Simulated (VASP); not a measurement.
Nb: relaxation of cell and atoms with PBEsol

Crystal: Nb.

```
Nb
1.0
    -1.63761    1.63761    1.63761
     1.63761   -1.63761    1.63761
     1.63761    1.63761   -1.63761
Nb
1
Cartesian
  0.0000 0.0000 0.0000
```

```json
{
 "Program": "VASP 6.6.1",
 "Task": "relaxation of cell and atoms",
 "Functional": "PBEsol",
 "Potentials or basis": "VASP PAW PBE potentials, release 64 (Nb_sv)",
 "Cutoff": "600 eV",
 "k mesh": "18 × 18 × 18",
 "Occupations": "gaussian, width 0.1 eV",
 "Spin": "no spin polarisation",
 "Dipole correction": "no",
 "Further INCAR settings": "ALGO = Normal; EDIFF = 1e-06; IBRION = 2; EDIFFG = -0.01; NSW = 80; ISIF = 3"
}
```

```json
{"Relaxed volume": "17.50 Å³/atom", "Relaxed cell": "a = 2.833 Å, b = 2.833 Å, c = 2.833 Å, α = 109.47°, β = 109.47°, γ = 109.47°", "Space group after relaxing (to 0.05 Å)": "Im-3m (No. 229)", "Energy gained by relaxing": "0.2 meV/atom", "Ionic steps": "3", "Pressure after relaxing": "0.0 GPa"}
```

Step by step:
```
step  energy change (eV)  largest force (eV/Å)  pressure (GPa)  volume (Å³)
   1              0.0000                0.0000           -0.72        17.57
   2              0.0004                0.0000            1.38        17.37
   3             -0.0002                0.0000           -0.02        17.50
```

Final structure:
```xyz
1
Lattice="-1.6355 1.6355 1.6355 1.6355 -1.6355 1.6355 1.6355 1.6355 -1.6355" Properties=species:S:1:pos:R:3 pbc="T T T"
Nb    0.0000    0.0000    0.0000
```

Levels at points of the mesh, in eV from the Fermi level:
```
           k point  band 4  band 5  band 6  band 7  band 8  band 9
(0.00, 0.00, 0.00)  -29.47   -6.01    0.37    0.37    0.37    3.38
(0.50, 0.00, 0.00)  -29.49   -3.85   -1.74    2.44    3.43    4.14
(0.50, 0.50, 0.50)  -30.49   -3.89   -3.89    5.86    5.86    5.86
```

Run time: 35 s on 1 thread of Intel(R) Xeon(R) Platinum 8488C (Sapphire Rapids) (shared host), peak memory 0.17 GiB.

Caveat: the PAW data sets were made with another functional, which shifts forces and pressure a little.
